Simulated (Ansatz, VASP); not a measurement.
# NaCl in VASP and in Ansatz

```xyz
2
Lattice="3.4595 0.0000 0.0000 0.0000 3.4595 0.0000 0.0000 0.0000 3.4595" Properties=species:S:1:pos:R:3 pbc="T T T"
Na    0.0000    0.0000    0.0000
Cl    1.7298    1.7298    1.7298
```

Alike in both runs: task single point; functional PBE-based screened hybrid; k mesh 4 × 4 × 4; no spin polarisation.

```csv
,VASP,Ansatz
version,VASP 6.6.1,Ansatz 0.2.0
potentials or method,"VASP PAW PBE potentials, release 64 (Na_pv, Cl)",plane waves
plane-wave cutoff (eV),520,420
occupations,"gaussian, width 0.01 eV",fixed
valence electrons in the cell,14,16
```

VASP gave:

| Property | Result |
| --- | --- |
| gap on the k mesh at the Fermi level (eV) | 9.64 |
| pressure (GPa) | -0.9 |

Question: Estimate Ansatz's values.

Answer: gap on the k mesh at the Fermi level (eV): 9.69; pressure (GPa): -1.0.

VASP's potentials were made for PBE, not for PBE-based screened hybrid. VASP's potentials hold 14 valence electrons a cell and Ansatz's 16, so a difference there can come from the potentials and not from the codes. Ansatz's warnings: stress exchange threshold loose, stress scf threshold loose.

The k mesh is coarse, so the values compare programs but aren't converged.
